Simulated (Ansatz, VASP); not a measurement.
# One calculation of BN, two programs

INCAR

```
PREC = Accurate
ENCUT = 600
EDIFF = 1E-6
ISMEAR = 0
SIGMA = 0.05
LREAL = F
LASPH = T
NELM = 120
ALGO = Normal
ISIF = 2
LWAVE = F
LCHARG = F
GGA = PS
NBANDS = 36
GGA_COMPAT = F
```

File KPOINTS:

```
regular mesh
0
Gamma
  10 10 2
```

The input POSCAR:

```
BN
1.0
   -2.5410113134      0.0000000000      0.0000000000
   -1.2705056567     -2.2005803487      0.0000000000
   -2.2232578487     -1.2835985174     12.6098865131
B N
6 6
Direct
    0.6302428878      0.6302428878      0.0624443320
    0.4358095545      0.4358095545      0.3957776653
    0.2413762211      0.2413762211      0.7291109987
   -0.1891737789     -0.1891737789      0.8957776653
    0.1996928878      0.1996928878      0.2291109987
    0.0052595545      0.0052595545      0.5624443320
    0.1197515589      0.1197515589      0.9376223347
    0.5086182255      0.5086182255      0.2709556680
    0.3141848922      0.3141848922      0.6042890013
   -0.1163651078     -0.1163651078      0.7709556680
    0.2725015589      0.2725015589      0.1042890013
    0.0780682255      0.0780682255      0.4376223347
```

Input for Ansatz:

```yaml
crystal:
  lattice:
    - [-2.5410113134, 0.0, 0.0]
    - [-1.2705056567, -2.2005803487, 0.0]
    - [-2.2232578487, -1.2835985174, 12.6098865131]
  atoms:
    - { symbol: B, position: [0.6302428878, 0.6302428878, 0.062444332] }
    - { symbol: B, position: [0.4358095545, 0.4358095545, 0.3957776653] }
    - { symbol: B, position: [0.2413762211, 0.2413762211, 0.7291109987] }
    - { symbol: B, position: [-0.1891737789, -0.1891737789, 0.8957776653] }
    - { symbol: B, position: [0.1996928878, 0.1996928878, 0.2291109987] }
    - { symbol: B, position: [0.0052595545, 0.0052595545, 0.562444332] }
    - { symbol: "N", position: [0.1197515589, 0.1197515589, 0.9376223347] }
    - { symbol: "N", position: [0.5086182255, 0.5086182255, 0.270955668] }
    - { symbol: "N", position: [0.3141848922, 0.3141848922, 0.6042890013] }
    - { symbol: "N", position: [-0.1163651078, -0.1163651078, 0.770955668] }
    - { symbol: "N", position: [0.2725015589, 0.2725015589, 0.1042890013] }
    - { symbol: "N", position: [0.0780682255, 0.0780682255, 0.4376223347] }
basis:
  ecutwfc: 420
kpoints:
  mp_grid: { grid: [10, 10, 2] }
hamiltonian:
  xc: pbesol
scf:
  occupations: { method: gaussian, width: 0.05 }
output:
  forces: true
  stress: true
  eigenvalues: true
```

Alike in both runs: task single point; functional PBEsol; k mesh 10 × 10 × 2; occupations gaussian, width 0.05 eV; no spin polarisation.

|  | VASP | Ansatz |
| --- | --- | --- |
| version | VASP 6.6.1 | Ansatz 0.2.0 |
| potentials or method | VASP PAW PBE potentials, release 64 (B, N), cutoff 600 eV | scalar-relativistic, plane waves, PAW |
| valence electrons in the cell | 48 | 48 |

VASP gave:

| Property | Result |
| --- | --- |
| gap on the k mesh at the Fermi level (eV) | 2.67 |
| least direct gap on the mesh (eV) | 3.88 |
| pressure (GPa) | 0.4 |
| traceless stress, the component that is largest in VASP (GPa) | 8.04 |
| rms of the force components (eV/Å) | 0.364 |

Task: What did Ansatz give for the same quantities?

Result: gap on the k mesh at the Fermi level (eV): 2.67; least direct gap on the mesh (eV): 3.89; pressure (GPa): 0.0; traceless stress, the component that is largest in VASP (GPa): 8.15; rms of the force components (eV/Å): 0.367.

VASP's potentials were made for PBE, not for PBEsol. Atom by atom the forces differ by 0.006 eV/Å (rms over components). The functional is the same, so the differences come from potentials, cutoffs and numerics.
